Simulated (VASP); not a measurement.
Here is a VASP 6.6.1 calculation.

POSCAR

```
MgB2
1.0
    3.0686970226      0.0000000000      0.0000000000
   -1.5343485113      2.6575695781      0.0000000000
    0.0000000000      0.0000000000      3.5129906589
Mg B
1 2
Direct
    0.0000000000      0.0000000000      0.0000000000
    0.3333333333      0.6666666667      0.5000000000
    0.6666666667      0.3333333333      0.5000000000
```

File INCAR.step1:

```
SYSTEM = MgB2
PREC     = Accurate       ! precision mode
ENCUT    = 520            ! plane-wave cutoff, eV
ISMEAR   = -1             ! smearing method
SIGMA    = 0.15           ! smearing width, eV
LREAL    = .False.        ! projectors in reciprocal space
LASPH    = .True.         ! aspherical terms in the spheres
NELM     = 60             ! most SCF steps
NBANDS   = 11             ! bands
GGA      = PE             ! functional
ALGO     = Normal         ! electronic algorithm
EDIFF    = 1E-4           ! SCF threshold, eV
LWAVE    = .True.         ! write WAVECAR
LCHARG   = .False.        ! write CHGCAR
```

Contents of INCAR.step2:

```
SYSTEM = MgB2
PREC     = Accurate       ! precision mode
ENCUT    = 520            ! plane-wave cutoff, eV
EDIFF    = 1E-7           ! SCF threshold, eV
ISMEAR   = -1             ! smearing method
SIGMA    = 0.15           ! smearing width, eV
LREAL    = .False.        ! projectors in reciprocal space
LASPH    = .True.         ! aspherical terms in the spheres
NELM     = 60             ! most SCF steps
ALGO     = Normal         ! electronic algorithm
ISIF     = 2              ! what is computed and relaxed
LWAVE    = .False.        ! write WAVECAR
LCHARG   = .False.        ! write CHGCAR
METAGGA  = R2SCAN         ! meta-GGA
LMIXTAU  = .True.       
NBANDS   = 11             ! bands
ISTART   = 1
```

Contents of KPOINTS:

```
Automatic mesh
0
Gamma
  15 15 12
  0 0 0
```

Potentials or basis: VASP PAW PBE potentials, release 64 (Mg, B).

Launch:

```console
$ cat potpaw_PBE.64/Mg/POTCAR potpaw_PBE.64/B/POTCAR > POTCAR
$ cp INCAR.step1 INCAR
$ mpirun -np 1 vasp_std > vasp.out
$ cp INCAR.step2 INCAR
$ mpirun -np 1 vasp_std > vasp.out
```

Predict the band gap on the k mesh.

zero (bands 4 and 5 overlap by 4.01 eV).

What does it give for the pressure?

-0.4 GPa.

Stress tensor (GPa, compression positive):
```
-0.30  0.00  0.00
 0.00 -0.30  0.00
 0.00  0.00 -0.65
```

Caveat: the PAW data sets were made with another functional, which shifts forces and pressure a little.
